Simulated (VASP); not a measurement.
**C: single point with r2SCAN**

Crystal: C.

```
CELL_PARAMETERS angstrom
0.00000 -1.78014 -1.78014
-1.78014 0.00000 -1.78014
1.78014 1.78014 -3.56028
ATOMIC_POSITIONS crystal
C 0.77339 0.71746 0.73706
C 0.22661 0.28254 0.26294
C 0.41977 0.42693 0.83730
C 0.83023 0.82307 0.41270
```

```json
{
 "Program": "VASP 6.6.1",
 "Task": "single point",
 "Functional": "r2SCAN",
 "Potentials or basis": "VASP PAW PBE potentials, release 64 (C)",
 "Cutoff": "520 eV",
 "k mesh": "12 × 12 × 10",
 "Occupations": "gaussian, width 0.05 eV",
 "Spin": "no spin polarisation",
 "Dipole correction": "no",
 "Further INCAR settings": "ALGO = Normal; EDIFF = 1e-06; NBANDS = 16"
}
```

```json
{
 "Pressure": "38.0 GPa",
 "Largest force": "13.308 eV/Å",
 "Band gap on the k mesh": "0.33 eV, indirect (least direct gap 1.21 eV)"
}
```

Forces on the atoms (eV/Å):
```
C   -3.036 -0.657 -9.086
C    3.056 -1.731  3.404
C    9.883  8.333  3.159
C   -9.902 -5.946  2.522
```

Stress tensor (GPa, compression positive):
```
33.06 28.22  0.02
28.22 39.56 -5.98
 0.02 -5.98 41.47
```

Levels at points of the mesh, in eV from the valence-band top:
```
           k point  band 5  band 6  band 7  band 8  band 9  band 10  band 11  band 12
(0.00, 0.00, 0.00)   -5.83   -2.50   -1.25    0.00    1.21     1.83     3.13     7.01
(0.50, 0.00, 0.00)  -10.64   -8.96   -7.70   -5.38    1.17     3.39     7.43     9.29
(0.00, 0.50, 0.00)  -10.64   -9.57   -7.58   -5.62    1.72     4.83     7.19     8.95
(0.50, 0.50, 0.00)   -9.33   -8.87   -5.59   -5.06    1.45     2.35     6.76     7.17
(0.00, 0.00, 0.50)   -7.07   -5.57   -2.18   -0.90    2.15     2.51     5.27     6.62
(0.50, 0.00, 0.50)   -9.63   -9.05   -4.80   -4.00    0.45     2.17     4.97     6.28
(0.00, 0.50, 0.50)   -9.92   -9.49   -4.98   -4.46    1.17     2.41     6.07     7.21
(0.50, 0.50, 0.50)  -10.61   -8.57   -7.90   -6.44    2.78     4.92     6.74     7.78
```

It took 20 min on 1 thread of Oxide Virtual Turin-like Processor, with other jobs on the host, peak memory 0.25 GiB.

Caveat: the PAW data sets were made with another functional, which shifts forces and pressure a little. A k mesh can miss the band edges.
